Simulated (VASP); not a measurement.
# Mn (Fm-3m) in VASP: further runs

Mn is run at these levels: RPBE; tasks: single point.

All numbers are computed with VASP 6.6.1; they aren't measurements. Logs are shortened: lines on timing, memory, paths and dates and some standing lists are left out, and cuts for length are marked.

## (1) The cell of the first run

The structure is cubic, space group Fm-3m (No. 225). Conventional cell: a = 3.619 Å, b = 3.619 Å, c = 3.619 Å, α = 90.00°, β = 90.00°, γ = 90.00°. Mn (site symmetry m-3m) has 12 Mn at 2.56 Å within 3.4 Å.

## (2) Single point, RPBE (volume scaled by 1.08)

Contents of INCAR:

```
ALGO     = Normal         # electronic algorithm
EDIFF    = 1E-6           # SCF threshold, eV
ENCUT    = 520            # plane-wave cutoff, eV
GGA      = RP             # functional
ISIF     = 2              # what is computed and relaxed
ISMEAR   = -1             # smearing method
LASPH    = True           # aspherical terms in the spheres
LCHARG   = False          # write CHGCAR
LREAL    = False          # projectors in reciprocal space
LWAVE    = False          # write WAVECAR
NBANDS   = 12             # bands
NELM     = 80             # most SCF steps
PREC     = Accurate       # precision mode
SIGMA    = 0.1            # smearing width, eV
```

Contents of KPOINTS:

```
k-points
0
Gamma
  17 17 17
```

Contents of POSCAR:

```
Mn
1.0
    0.0000000000      1.8096750782      1.8096750782
    1.8096750782      0.0000000000      1.8096750782
    1.8096750782      1.8096750782      0.0000000000
Mn
1
Direct
    0.0000000000      0.0000000000      0.0000000000
```

Potentials or basis: VASP PAW PBE potentials, release 64 (Mn_pv).

Launch:

```bash
$ cat potpaw_PBE.64/Mn_pv/POTCAR > POTCAR
$ mpirun -np 1 vasp_std > vasp.out
```

OUTCAR:

```text
EDIFF = 1E-6
   ENCUT = 520
   GGA = RP
   ISIF = 2
   ISMEAR = -1
   LASPH = True
   LREAL = False
   NELM = 80
   PREC = Accurate

 ion  position               nearest neighbor table
   1  0.000  0.000  0.000-

  LATTYP: Found a face centered cubic cell.
 ALAT       =     3.6193501564

  Lattice vectors:

 A1 = (   0.0000000000,   1.8096750782,   1.8096750782)
 A2 = (   1.8096750782,   0.0000000000,   1.8096750782)
 A3 = (   1.8096750782,   1.8096750782,   0.0000000000)

Analysis of symmetry for initial positions (statically):
=====================================================================
 Subroutine PRICEL returns:
 Original cell was already a primitive cell.

 Routine SETGRP: Setting up the symmetry group for a
 face centered cubic supercell.

 Subroutine GETGRP returns: Found 48 space group operations
[... 9 lines left out ...]

 Routine SETGRP: Setting up the symmetry group for a
 face centered cubic supercell.

 Subroutine GETGRP returns: Found 48 space group operations
[... 11 lines left out ...]
                                     Primitive cell

  volume of cell :      11.8531

  direct lattice vectors                    reciprocal lattice vectors
     0.000000000  1.809675078  1.809675078    -0.276292693  0.276292693  0.276292693
     1.809675078  0.000000000  1.809675078     0.276292693 -0.276292693  0.276292693
     1.809675078  1.809675078  0.000000000     0.276292693  0.276292693 -0.276292693

  length of vectors
     2.559267039  2.559267039  2.559267039     0.478552981  0.478552981  0.478552981

  position of ions in fractional coordinates (direct lattice)
     0.000000000  0.000000000  0.000000000

  ion indices of the primitive-cell ions
   primitive index   ion index
                 1           1

----------------------------------------------------------------------------------------

 KPOINTS: k-points

Automatic generation of k-mesh.
 Grid dimensions read from file:
 generate k-points for:   17   17   17

 Generating k-lattice:

  Cartesian coordinates                     Fractional coordinates (reciprocal lattice)
    -0.016252511  0.016252511  0.016252511     0.058823529  0.000000000  0.000000000
     0.016252511 -0.016252511  0.016252511     0.000000000  0.058823529  0.000000000
     0.016252511  0.016252511 -0.016252511     0.000000000  0.000000000  0.058823529

  Length of vectors
     0.028150175  0.028150175  0.028150175

  Shift w.r.t. Gamma in fractional coordinates (k-lattice)
     0.000000000  0.000000000  0.000000000

 Subroutine IBZKPT returns following result:
 ===========================================

 Found    165 irreducible k-points:

 Following reciprocal coordinates:
            Coordinates               Weight
  0.000000  0.000000  0.000000      1.000000
  0.058824  0.000000  0.000000      8.000000
  0.117647  0.000000  0.000000      8.000000
  0.176471  0.000000  0.000000      8.000000
  0.235294  0.000000  0.000000      8.000000
  0.294118  0.000000  0.000000      8.000000
[... 16 lines left out ...]
 -0.176471  0.058824  0.000000     24.000000
 -0.117647  0.058824  0.000000     24.000000
 [... further k-points ...]
   k-points           NKPTS =    165   k-points in BZ     NKDIM =    165   number of bands    NBANDS=     12
   number of dos      NEDOS =    301   number of ions     NIONS =      1
   total plane-waves  NPLWV =   8000
   dimension x,y,z NGX =    20 NGY =   20 NGZ =   20
   dimension x,y,z NGXF=    40 NGYF=   40 NGZF=   40
   ions per type =               1
   NGX,Y,Z   is equivalent  to a cutoff of  12.99, 12.99, 12.99 a.u.
   NGXF,Y,Z  is equivalent  to a cutoff of  25.98, 25.98, 25.98 a.u.
 SYSTEM =  unknown system
   PREC   = accura    normal or accurate (medium, high low for compatibility)
   ISTART =      0    job   : 0-new  1-cont  2-samecut
   ICHARG =      2    charge: 1-file 2-atom 10-const
   ISPIN  =      1    spin polarized calculation?
   LNONCOLLINEAR =      F non collinear calculations
   LSORBIT =      F    spin-orbit coupling
   LASPH  =      T    aspherical Exc in radial PAW
   ENCUT  =  520.0 eV  38.22 Ry    6.18 a.u.   4.76  4.76  4.76*2*pi/ulx,y,z
   NELM   =     80;   NELMIN=  2; NELMDL= -5     # of ELM steps
   EDIFF  = 0.1E-05   stopping-criterion for ELM
   LREAL  =      F    real-space projection
   EDIFFG = 0.1E-04   stopping-criterion for IOM
   NSW    =      0    number of steps for IOM
   IBRION =     -1    ionic relax: 0-MD 1-quasi-New 2-CG
   NFREE  =      0    steps in history (QN), initial steepest desc. (CG)
   ISIF   =      2    stress and relaxation
   ISYM   =      2    0-nonsym 1-usesym 2-fastsym
   POTIM  = 0.5000    time-step for ionic-motion
   TEBEG  =    0.0;   TEEND  =   0.0 temperature during run
   PSTRESS=    0.0 pullay stress
   NELECT =      13.0000    total number of electrons
   NUPDOWN=      -1.0000    fix difference up-down
   EMIN   =  10.00;   EMAX   =-10.00  energy-range for DOS
   EFERMI =   0.00;   METHOD = LEGACY
   ISMEAR =    -1;   SIGMA  =   0.10  broadening in eV -4-tet -1-fermi 0-gaus
   EFERMI_NEDOS =   21; number of points for ismear=-14 and -15
   IALGO  =     38    algorithm
   IMIX   =      4    mixing-type and parameters
     AMIX     =   0.40;   BMIX     =  1.00
     AMIX_MAG =   1.60;   BMIX_MAG =  1.00
  volume/ion in A,a.u.               =      11.85        79.99
  Fermi-wavevector in a.u.,A,eV,Ry     =   1.688283  3.190393 38.780696  2.850301
  Thomas-Fermi vector in A             =   2.770617
   LORBIT       =      0    0 simple, 1 ext, 2 COOP (PROOUT), +10 PAW based schemes
   GGA     = RP    functional components
   LHFCALC =     F    Hartree Fock is set to
   AEXX    =    0.0000 exact exchange contribution
   IVDW    =     0    specifies the selected vdW correction
   LEPSILON=     F    determine dielectric tensor
   LRPA    =     F    only Hartree local field effects (RPA)
 non-spin polarized calculation
  energy-cutoff  :      520.00
  volume of cell :       11.85
 maximum number of plane-waves:       331
   NGX =  9   NGY =  9   NGZ =  9

 number of electron      13.0000014 magnetization

 Free energy of the ion-electron system (eV)
  ---------------------------------------------------
  ext. energy  EPLUGINS =         0.00000000
  ---------------------------------------------------
  free energy    TOTEN  =        -8.34333209 eV

  energy without entropy =       -8.28681942  energy(sigma->0) =       -8.31507575

 E-fermi :   9.2811     XC(G=0): -13.3158

 val. band max:        9.2798158166   @ k =  -0.2941   0.2941   0.0000
 cond. band min:       9.2915136940   @ k =  -0.2941   0.2941   0.1176
 fundamental gap:      0.0116978773
 Fermi energy:         9.2810943489

 k-point     1 :       0.0000    0.0000    0.0000
  band No.  band energies     occupation
      1     -38.4999      2.00000
      2     -38.4999      2.00000
      3     -38.4998      2.00000
      4       1.4175      2.00000
      5       8.2927      1.99990
      6       8.2927      1.99990
      7       8.2927      1.99990
      8       9.7603      0.01645
      9       9.7603      0.01645
     10      29.9710      0.00000
     11      35.1762      0.00000
     12      35.1762      0.00000

 k-point     2 :       0.0588    0.0000    0.0000
  band No.  band energies     occupation
      1     -38.5187      2.00000
      2     -38.5023      2.00000
      3     -38.5023      2.00000
      4       1.5526      2.00000
      5       8.2387      1.99994
      6       8.3328      1.99985
      7       8.3328      1.99985
      8       9.7399      0.02014
      9       9.7399      0.02014
     10      29.9214      0.00000
     11      33.8035      0.00000
     12      35.1382      0.00000

 k-point     3 :       0.1176    0.0000    0.0000
  band No.  band energies     occupation
      1     -38.5724      2.00000
      2     -38.5094      2.00000
      3     -38.5094      2.00000
      4       1.9483      2.00000
      5       8.0941      1.99999
      6       8.4349      1.99958
      7       8.4349      1.99958
      8       9.6984      0.03036
      9       9.6984      0.03036
     10      29.3703      0.00000
     11      31.9126      0.00000
     12      35.0391      0.00000

 k-point     4 :       0.1765    0.0000    0.0000
  band No.  band energies     occupation
      1     -38.6533      2.00000
      2     -38.5201      2.00000
      3     -38.5201      2.00000
      4       2.5725      2.00000
      5       7.9097      2.00000
      6       8.5380      1.99882
      7       8.5380      1.99882
      8       9.6982      0.03040
      9       9.6982      0.03040
     10      27.5165      0.00000
     11      31.1079      0.00000
     12      34.9045      0.00000

 k-point     5 :       0.2353    0.0000    0.0000
  band No.  band energies     occupation
      1     -38.7500      2.00000
      2     -38.5330      2.00000
      3     -38.5330      2.00000
      4       3.3570      2.00000
      5       7.7702      2.00000
      6       8.5585      1.99855
      7       8.5585      1.99855
      8       9.8206      0.00903
      9       9.8206      0.00903
     10      25.1171      0.00000
     11      30.6438      0.00000
     12      34.7436      0.00000

 k-point     6 :       0.2941    0.0000    0.0000
  band No.  band energies     occupation
      1     -38.8492      2.00000
      2     -38.5463      2.00000
      3     -38.5463      2.00000
      4       4.1666      2.00000
      5       7.8090      2.00000
      6       8.4822      1.99932
      7       8.4822      1.99932
      8      10.0678      0.00077
      9      10.0678      0.00077
     10      22.7188      0.00000
     11      30.0873      0.00000
     12      34.5441      0.00000

 k-point     7 :       0.3529    0.0000    0.0000
  band No.  band energies     occupation
      1     -38.9376      2.00000
      2     -38.5583      2.00000
      3     -38.5583      2.00000
      4       4.7887      2.00000
      5       8.1956      1.99996
      6       8.3678      1.99978
      7       8.3678      1.99978
      8      10.3577      0.00004
      9      10.3577      0.00004
     10      20.4947      0.00000
     11      29.5232      0.00000
     12      34.2919      0.00000

 k-point     8 :       0.4118    0.0000    0.0000
  band No.  band energies     occupation
      1     -39.0037      2.00000
      2     -38.5673      2.00000
      3     -38.5673      2.00000
      4       5.1019      2.00000
      5       8.2674      1.99992
      6       8.2674      1.99992
      7       8.9193      1.94775
      8      10.6047      0.00000
      9      10.6047      0.00000
     10      18.6268      0.00000
     11      29.0815      0.00000
     12      34.0201      0.00000
[... 166 lines left out ...]
 k-point    20 :      -0.3529    0.0588    0.0000
  band No.  band energies     occupation
      1     -38.9585      2.00000
      2     -38.5804      2.00000
      3     -38.5586      2.00000
      4       5.0226      2.00000
      5       8.2124      1.99995
      6       8.3123      1.99988
      7       8.3819      1.99975
      8      10.2974      0.00008
      9      10.8037      0.00000
     10      19.8736      0.00000
     11      28.9985      0.00000
     12      32.6264      0.00000

 k-point    21 :      -0.2941    0.0588    0.0000
  band No.  band energies     occupation
      1     -38.8788      2.00000
      2     -38.5704      2.00000
      3     -38.5456      2.00000
      4       4.5057      2.00000
      5       7.7966      2.00000
      6       8.4006      1.99970
      7       8.4999      1.99919
      8       9.9704      0.00203
      9      10.4688      0.00001
     10      22.0194      0.00000
     11      29.4049      0.00000
     12      33.0138      0.00000

 k-point    22 :      -0.2353    0.0588    0.0000
  band No.  band energies     occupation
      1     -38.7847      2.00000
      2     -38.5570      2.00000
      3     -38.5318      2.00000
      4       3.7370      2.00000
      5       7.6854      2.00000
      6       8.5166      1.99904
      7       8.6064      1.99765
      8       9.6753      0.03809
      9      10.1563      0.00032
     10      24.3838      0.00000
     11      29.8539      0.00000
     12      33.5329      0.00000

 k-point    23 :      -0.1765    0.0588    0.0000
  band No.  band energies     occupation
      1     -38.6890      2.00000
      2     -38.5420      2.00000
      3     -38.5190      2.00000
      4       2.9297      2.00000
      5       7.7913      2.00000
      6       8.5644      1.99846
      7       8.6186      1.99735
      8       9.5216      0.16552
      9       9.9253      0.00318
     10      26.8155      0.00000
     11      30.2945      0.00000
     12      33.9309      0.00000

 k-point    24 :      -0.1176    0.0588    0.0000
  band No.  band energies     occupation
      1     -38.6049      2.00000
      2     -38.5271      2.00000
      3     -38.5091      2.00000
      4       2.2473      2.00000
      5       7.9737      2.00000
      6       8.5121      1.99909
      7       8.5143      1.99906
      8       9.5469      0.13098
      9       9.8119      0.00985
     10      28.9395      0.00000
     11      30.9439      0.00000
     12      34.0667      0.00000

 [... further k-points ...]
[... 5 lines left out ...]
  --------------------------------------------------------------------------------------
  -------------------------------------------------------------------------------------
  Total       -1.2426342     -1.2426342     -1.2426342      0.0000000      0.0000000      0.0000000
  in kB     -167.9662705   -167.9662705   -167.9662705      0.0000000      0.0000000      0.0000000
  external PRESSURE =    -167.9662705 kB  Pullay stress =       0.0000000 kB

 VOLUME and BASIS-vectors are now :
 -----------------------------------------------------------------------------
  energy-cutoff  :      520.00
  volume of cell :       11.85
      direct lattice vectors                 reciprocal lattice vectors
     0.000000000  1.809675078  1.809675078    -0.276292693  0.276292693  0.276292693
     1.809675078  0.000000000  1.809675078     0.276292693 -0.276292693  0.276292693
     1.809675078  1.809675078  0.000000000     0.276292693  0.276292693 -0.276292693

 POSITION                                       TOTAL-FORCE (eV/Angst)
 -----------------------------------------------------------------------------------
      0.00000      0.00000      0.00000         0.000000     -0.000000     -0.000000
 -----------------------------------------------------------------------------------
    total drift:                               -0.000000     -0.000000     -0.000000

  FREE ENERGIE OF THE ION-ELECTRON SYSTEM (eV)
  ---------------------------------------------------
  free  energy   TOTEN  =        -8.3433320880 eV

  energy  without entropy=       -8.2868194180  energy(sigma->0) =       -8.31507575
```

Run time: 16 s. Hardware: 1 thread of AMD EPYC 7R13 (Zen 3), shared host; peak memory 0.11 GiB.

What came out:

```yaml
Free_energy: -8.3433 eV
Pressure: -16.8 GPa
```

Caveat: the PAW data sets were made with another functional, which shifts forces and pressure a little; the run has no spin polarisation, though such a crystal can be magnetic.

## (3) Single point, RPBE (volume scaled by 1.12)

Contents of INCAR:

```
SYSTEM = Mn
ALGO = Normal
EDIFF = 1E-7
ENCUT = 520
GGA = RP
ISIF = 2
ISMEAR = -1
LASPH = .True.
LCHARG = .True.
LELF = .True.
LREAL = .False.
LVHAR = .True.
LWAVE = .False.
NBANDS = 12
NELM = 100
PREC = Accurate
SIGMA = 0.1
```

Contents of KPOINTS:

```
k-points
0
Gamma
  17 17 17
  0 0 0
```

Contents of POSCAR:

```
Mn
1.0
    0.0000000000      1.8317464617      1.8317464617
    1.8317464617      0.0000000000      1.8317464617
    1.8317464617      1.8317464617      0.0000000000
Mn
1
Direct
    0.0000000000      0.0000000000      0.0000000000
```

Potentials or basis: VASP PAW PBE potentials, release 64 (Mn_pv).

Launch:

```bash
$ cat potpaw_PBE.64/Mn_pv/POTCAR > POTCAR
$ mpirun -np 1 vasp_std > vasp.out
```

Run time: 20 s. Hardware: 1 thread of AMD EPYC 7R13 (Zen 3), shared host; peak memory 0.11 GiB.

Results (log left out):

| Property | Result |
| --- | --- |
| Free energy | -8.2891 eV |
| Pressure | -22.8 GPa |

Levels at points of the mesh, in eV from the Fermi level:
```
           k point  band 4  band 5  band 6  band 7  band 8  band 9  band 10  band 11
(0.00, 0.00, 0.00)   -7.70   -0.94   -0.94   -0.94    0.45    0.45    20.43    25.41
```

Caveat: the PAW data sets were made with another functional, which shifts forces and pressure a little; the run has no spin polarisation, though such a crystal can be magnetic.
